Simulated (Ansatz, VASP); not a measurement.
## SrAl2O2: VASP beside Ansatz

Contents of INCAR:

```
SYSTEM = SrAl2O2
PREC = Accurate
ENCUT = 600
EDIFF = 1E-6
ISMEAR = 0
SIGMA = 0.1
LREAL = .FALSE.
LASPH = .TRUE.
NELM = 80
ALGO = Normal
ISIF = 3
LWAVE = .FALSE.
LCHARG = .FALSE.
GGA = PE
IBRION = 2
NSW = 90
EDIFFG = -0.04
```

File KPOINTS:

```
Automatic mesh
0
G
  6 6 4
  0 0 0
```

File POSCAR:

```
SrAl2O2
1.0
    4.2670147700      0.0000000000      0.0000000000
   -2.1335073900      3.6953431900      0.0000000000
    0.0000000000      0.0000000000      6.2354244700
Sr Al O
1 2 2
Direct
    0.0000000000      0.0000000000      0.5000000000
    0.3333333300      0.6666666700      0.7144747000
    0.6666666700      0.3333333300      0.2855253000
    0.3333333300      0.6666666700      0.1269870100
    0.6666666700      0.3333333300      0.8730129900
```

Input for Ansatz:

```yaml
crystal:
  lattice:
    - [4.26701477, 0.0, 0.0]
    - [-2.13350739, 3.69534319, 0.0]
    - [0.0, 0.0, 6.23542447]
  atoms:
    - { symbol: Sr, position: [0.0, 0.0, 0.5] }
    - { symbol: Al, position: [0.33333333, 0.66666667, 0.7144747] }
    - { symbol: Al, position: [0.66666667, 0.33333333, 0.2855253] }
    - { symbol: O, position: [0.33333333, 0.66666667, 0.12698701] }
    - { symbol: O, position: [0.66666667, 0.33333333, 0.87301299] }
basis:
  ecutwfc: 420
kpoints:
  mp_grid: { grid: [6, 6, 4] }
hamiltonian:
  xc: pbe
scf:
  occupations: { method: gaussian, width: 0.1 }
  lower_state_search: "off"
output:
  forces: true
  stress: true
  eigenvalues: true
relax:
  adjacent_minimum: "off"
  f_tol: 0.04
  max_steps: 70
  cell: { stress_tol: 0.4 }
```

Alike in both runs: task relaxation of cell and atoms; functional PBE; k mesh 6 × 6 × 4; occupations gaussian, width 0.1 eV; no spin polarisation.

```csv
,VASP,Ansatz
version,VASP 6.6.1,Ansatz 0.2.0
potentials or method,"VASP PAW PBE potentials, release 64 (Sr_sv, Al, O), cutoff 600 eV","scalar-relativistic, plane waves, PAW"
valence electrons in the cell,28,28
```

|  | VASP | Ansatz | Ansatz less VASP |
| --- | --- | --- | --- |
| gap on the k mesh at the Fermi level, each at its own relaxed structure (eV) | none | none | - |
| relaxed volume (Å³/atom) | 16.90 | 16.90 | -0.001 |
| relaxed cell length with the largest relative difference (Å) | 7.909 | 7.964 | +0.0556 |

A gap of «none» marks a metal or a gap that the smearing closes.
